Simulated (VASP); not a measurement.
# Nb3N (Cmmm) in VASP: a series of runs, part 2 of 2

VASP 6.6.1. Earlier steps stand in the parts before.

## (5) Relaxation of cell and atoms, PBE

Input file INCAR:

```
PREC     = Accurate       # precision mode
ENCUT    = 600            # plane-wave cutoff, eV
EDIFF    = 1E-6           # SCF threshold, eV
ISMEAR   = 0              # smearing method
SIGMA    = 0.1            # smearing width, eV
LREAL    = False          # projectors in reciprocal space
LASPH    = True           # aspherical terms in the spheres
NELM     = 100            # most SCF steps
ALGO     = Normal         # electronic algorithm
ISIF     = 3              # what is computed and relaxed
LWAVE    = False          # write WAVECAR
LCHARG   = False          # write CHGCAR
GGA      = PE             # functional
IBRION   = 2              # ionic algorithm
NSW      = 90             # ionic steps
EDIFFG   = -0.04          # ionic threshold
```

Input file KPOINTS:

```
regular mesh
0
Gamma
  4 4 6
```

Input file POSCAR:

```
Nb3N
1.0
    2.7931698400     -2.9888918800      0.0000000000
    2.7931698400      2.9888918800      0.0000000000
    0.0000000000      0.0000000000      3.6039758000
Nb N
3 1
Direct
    0.7075769200      0.2924230800      0.0000000000
    0.2924230800      0.7075769200      0.0000000000
    0.0000000000      0.0000000000      0.5000000000
    0.0000000000      0.0000000000      0.0000000000
```

Launch:

```console
$ cat potpaw_PBE.64/Nb_sv/POTCAR potpaw_PBE.64/N/POTCAR > POTCAR
$ mpirun -np 1 vasp_std > vasp.out
```

Run time: 41 min. Hardware: 1 thread of Intel Xeon 8259CL, shared host; peak memory 0.23 GiB.

It converged, with:

* Free energy: -37.2245 eV
* Relaxed volume: 17.19 Å³/atom
* Relaxed cell: a = 4.335 Å, b = 4.335 Å, c = 3.990 Å, α = 90.00°, β = 90.00°, γ = 113.47°
* Space group after relaxing (to 0.1 Å): Cmmm (No. 65)
* Pressure after relaxing: -0.2 GPa
* Largest force after relaxing: 0.022 eV/Å
* Band gap on the k mesh: zero (bands 22 and 23 overlap by 1.16 eV)

Forces on the atoms (eV/Å):
```
Nb   0.000  0.022  0.000
Nb   0.000 -0.022  0.000
Nb   0.000  0.000  0.000
N    0.000  0.000  0.000
```

Stress tensor (GPa, compression positive):
```
-0.26  0.00  0.00
 0.00 -0.13  0.00
 0.00  0.00 -0.07
```

Final structure:
```cif
data_structure
_symmetry_space_group_name_H-M 'P 1'
_symmetry_Int_Tables_number 1
_cell_length_a 4.3345
_cell_length_b 4.3345
_cell_length_c 3.9905
_cell_angle_alpha 90.000
_cell_angle_beta 90.000
_cell_angle_gamma 113.470
_cell_volume 68.77
loop_
_atom_site_label
_atom_site_type_symbol
_atom_site_fract_x
_atom_site_fract_y
_atom_site_fract_z
_atom_site_occupancy
Nb1 Nb 0.69194 0.30806 0.00000 1
Nb2 Nb 0.30806 0.69194 0.00000 1
Nb3 Nb 0.00000 0.00000 0.50000 1
N1 N 0.00000 0.00000 0.00000 1
```

Levels at points of the mesh, in eV from the Fermi level:
```
           k point  band 20  band 21  band 22  band 23  band 24  band 25
(0.00, 0.00, 0.00)    -1.28    -0.78    -0.74    -0.13     0.24     0.92
(0.50, 0.00, 0.00)    -1.80    -0.88     0.02     0.13     0.49     1.69
(0.50, 0.50, 0.00)    -1.38    -1.05    -0.57    -0.49     0.50     0.60
(0.00, 0.00, 0.50)    -1.63     0.08     0.68     1.20     1.92     2.40
(0.50, 0.00, 0.50)    -1.23    -0.24     0.02     0.44     0.68     2.30
(0.50, 0.50, 0.50)    -0.87    -0.42    -0.14     0.49     0.61     0.67
```

Caveat: the k points lie up to 0.40 Å⁻¹ apart in the final cell, too coarse for converged energies and pressures of a metal.

## (6) Single point, PBE

This run uses another cell than the first one, of 17.19 Å³/atom.

Input file INCAR:

```
SYSTEM = Nb3N
PREC     = Accurate       ! precision mode
ENCUT    = 520            ! plane-wave cutoff, eV
EDIFF    = 1E-7           ! SCF threshold, eV
ISMEAR   = 0              ! smearing method
SIGMA    = 0.1            ! smearing width, eV
LREAL    = .FALSE.        ! projectors in reciprocal space
LASPH    = .TRUE.         ! aspherical terms in the spheres
NELM     = 80             ! most SCF steps
ALGO     = Normal         ! electronic algorithm
ISIF     = 2              ! what is computed and relaxed
LWAVE    = .FALSE.        ! write WAVECAR
LCHARG   = .TRUE.         ! write CHGCAR
GGA      = PE             ! functional
LELF     = .TRUE.         ! ELF
LVHAR    = .TRUE.       
NBANDS   = 30             ! bands
```

Input file KPOINTS:

```
regular mesh
0
G
  12 12 12
  0 0 0
```

Input file POSCAR:

```
Nb3N
1.0
    2.3772560918     -3.6243475746      0.0000000000
    2.3772560918      3.6243475746      0.0000000000
    0.0000000000      0.0000000000      3.9893033436
Nb N
3 1
Direct
    0.6888794030      0.3111205970      0.0000000000
    0.3111205970      0.6888794030      0.0000000000
    0.0000000000      0.0000000000      0.5000000000
    0.0000000000      0.0000000000      0.0000000000
```

Potentials or basis: VASP PAW PBE potentials, release 64 (Nb_sv, N).

Launch:

```console
$ cat potpaw_PBE.64/Nb_sv/POTCAR potpaw_PBE.64/N/POTCAR > POTCAR
$ mpirun -np 1 vasp_std > vasp.out
```

It took 23 min on 1 thread of Intel Xeon 8259CL, shared host; peak memory 0.56 GiB.

Results (log left out):

```
Free energy            : -37.2409 eV
Pressure               : -0.3 GPa
Largest force          : 0.016 eV/Å
Band gap on the k mesh : zero (bands 22 and 23 overlap by 1.62 eV)
```

Forces in eV/Å, atoms in the order of the input:
```
Nb   0.000 -0.016  0.000
Nb   0.000  0.016  0.000
Nb   0.000  0.000  0.000
N    0.000  0.000  0.000
```

Stress tensor (GPa, compression positive):
```
-0.11  0.00  0.00
 0.00 -0.30  0.00
 0.00  0.00 -0.46
```

Levels at points of the mesh, in eV from the Fermi level:
```tsv
k point	band 18	band 19	band 20	band 21	band 22	band 23	band 24	band 25	band 26	band 27
(0.00, 0.00, 0.00)	-1.48	-1.46	-1.18	-0.79	-0.76	-0.21	0.10	0.80	1.07	2.20
(0.50, 0.00, 0.00)	-2.39	-2.11	-1.84	-0.89	0.00	0.10	0.49	1.62	2.13	2.23
(0.50, 0.50, 0.00)	-2.59	-2.08	-1.39	-0.82	-0.61	-0.42	0.39	0.47	0.67	2.05
(0.00, 0.00, 0.50)	-2.72	-2.04	-1.48	0.07	0.77	1.20	1.78	2.24	2.35	2.46
(0.50, 0.00, 0.50)	-1.97	-1.77	-1.23	-0.25	-0.01	0.40	0.68	2.32	2.86	2.99
(0.50, 0.50, 0.50)	-2.44	-0.94	-0.89	-0.50	-0.18	0.46	0.69	0.77	0.85	2.78
```

## (7) Summary

```tsv
task	spin	cell	k mesh	cutoff (eV)	gap on the mesh (eV)	pressure (GPa)	largest force (eV/Å)
single point	off	a = 4.091, b = 4.091, c = 3.604 Å, angles 90.0, 90.0, 93.9°, 4 atoms, atomic positions A	4 × 4 × 6	520	none	70.9	9.11
single point	off	a = 4.342, b = 4.342, c = 3.993 Å, angles 90.0, 90.0, 114.0°, 4 atoms, atomic positions B	4 × 4 × 6	520	none	-0.2	0.02
single point	collinear, zero start	a = 4.091, b = 4.091, c = 3.604 Å, angles 90.0, 90.0, 93.9°, 4 atoms, atomic positions A	4 × 4 × 6	520	none	71.0	9.11
relaxation of cell and atoms	off	relaxed from a = 4.091, b = 4.091, c = 3.604 Å, angles 90.0, 90.0, 93.9°, 4 atoms, atomic positions A	4 × 4 × 6	600	none	-0.2	0.02
single point	off	a = 4.334, b = 4.334, c = 3.989 Å, angles 90.0, 90.0, 113.5°, 4 atoms, atomic positions C	12 × 12 × 12	520	none	-0.3	0.02
```

Alike in all rows: level PBE; potentials or basis VASP PAW PBE potentials, release 64 (Nb_sv, N); smearing gaussian 0.1 eV.

Caveats: some runs use coarse meshes; forces of over 1 eV/Å act on the atoms, so gaps and moduli don't describe the material at rest (at least some runs).

Absolute energies hang on the potentials; compare differences alone.
